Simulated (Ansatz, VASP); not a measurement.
# Si2Mo in VASP and in Ansatz

The input INCAR:

```
SYSTEM = Si2Mo
PREC     = Accurate       ! precision mode
ENCUT    = 520            ! plane-wave cutoff, eV
EDIFF    = 1E-6           ! SCF threshold, eV
ISMEAR   = -1             ! smearing method
SIGMA    = 0.1            ! smearing width, eV
LREAL    = .False.        ! projectors in reciprocal space
LASPH    = .True.         ! aspherical terms in the spheres
NELM     = 100            ! most SCF steps
ALGO     = Normal         ! electronic algorithm
ISIF     = 2              ! what is computed and relaxed
LWAVE    = .False.        ! write WAVECAR
LCHARG   = .False.        ! write CHGCAR
GGA      = PE             ! functional
NBANDS   = 18             ! bands
```

KPOINTS

```
regular mesh
0
Gamma
  13 13 13
  0 0 0
```

POSCAR

```
Si2Mo
1.0
   -1.5783757276      1.5783757276      3.8773786233
    1.5783757276     -1.5783757276      3.8773786233
    1.5783757276      1.5783757276     -3.8773786233
Si Mo
2 1
Direct
    0.3330000000      0.3330000000      0.0000000000
    0.6670000000      0.6670000000      0.0000000000
    0.0000000000      0.0000000000      0.0000000000
```

Input for Ansatz:

```yaml
crystal:
  lattice:
    - [-1.578375727571501, 1.578375727571501, 3.8773786232623646]
    - [1.578375727571501, -1.578375727571501, 3.8773786232623646]
    - [1.578375727571501, 1.578375727571501, -3.8773786232623646]
  atoms:
    - { symbol: Si, position: [0.333, 0.333, 0.0] }
    - { symbol: Si, position: [0.667, 0.667, 0.0] }
    - { symbol: Mo, position: [0.0, 0.0, 0.0] }
basis:
  ecutwfc: 500.0
kpoints:
  mp_grid:
    grid: [13, 13, 13]
scf:
  occupations:
    method: fermi_dirac
    width: 0.1
output:
  stress: true
```

Alike in both runs: task single point; functional PBE; k mesh 13 × 13 × 13; occupations fermi-dirac, width 0.1 eV; no spin polarisation.

```csv
,VASP,Ansatz
version,VASP 6.6.1,Ansatz 0.2.0
potentials or method,"VASP PAW PBE potentials, release 64 (Si, Mo_sv), cutoff 520 eV","plane waves, PAW"
valence electrons in the cell,22,22
```

```tsv
	VASP	Ansatz	Ansatz less VASP
pressure (GPa)	12.2	12.0	-0.20
traceless stress, the component that is largest in VASP (GPa)	0.06	0.07	+0.009
```

With one functional, cell and mesh, what is left measures potentials, basis and numerics.
